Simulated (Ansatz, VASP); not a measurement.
**Rh in VASP and in Ansatz**

Contents of INCAR:

```
SYSTEM = Rh
PREC = Accurate
ENCUT = 520
EDIFF = 1E-8
ISMEAR = -1
SIGMA = 0.08
LREAL = .FALSE.
LASPH = .TRUE.
NELM = 100
ALGO = Normal
ISIF = 2
LWAVE = .FALSE.
LCHARG = .FALSE.
GGA = PE
LEFG = .TRUE.
NBANDS = 14
```

File KPOINTS:

```
regular mesh
0
G
  22 22 22
  0 0 0
```

The input POSCAR:

```
Rh
1.0
    0.0000000000      1.9015500000      1.9015500000
    1.9015500000      0.0000000000      1.9015500000
    1.9015500000      1.9015500000      0.0000000000
Rh
1
Direct
    0.0000000000      0.0000000000      0.0000000000
```

Input for Ansatz:

```yaml
crystal:
  lattice:
    - [0.0, 1.90155, 1.90155]
    - [1.90155, 0.0, 1.90155]
    - [1.90155, 1.90155, 0.0]
  atoms:
    - { symbol: Rh, position: [0.0, 0.0, 0.0] }
kpoints:
  mp_grid: { grid: [22, 22, 22] }
scf:
  occupations: { method: fermi_dirac, width: 0.08 }
hamiltonian:
  xc: pbe
  pseudopotentials: { kind: paw }
output:
  forces: true
  stress: true
  eigenvalues: true
  efg: { contact_densities: true }
```

Alike in both runs: task electric field gradients; functional PBE; k mesh 22 × 22 × 22; occupations fermi-dirac, width 0.08 eV; no spin polarisation.

```csv
,VASP,Ansatz
version,VASP 6.6.1,Ansatz 0.2.0
potentials or method,"VASP PAW PBE potentials, release 64 (Rh_pv)","PAW with Ansatz's default frozen-core files, scalar-relativistic"
plane-wave cutoff (eV),520,420
valence electrons in the cell,15,17
```

|  | VASP | Ansatz | Ansatz less VASP |
| --- | --- | --- | --- |
| pressure (GPa) | 6.0 | 6.0 | -0.05 |

VASP's potentials hold 15 valence electrons a cell and Ansatz's 17, so a difference there can come from the potentials and not from the codes.
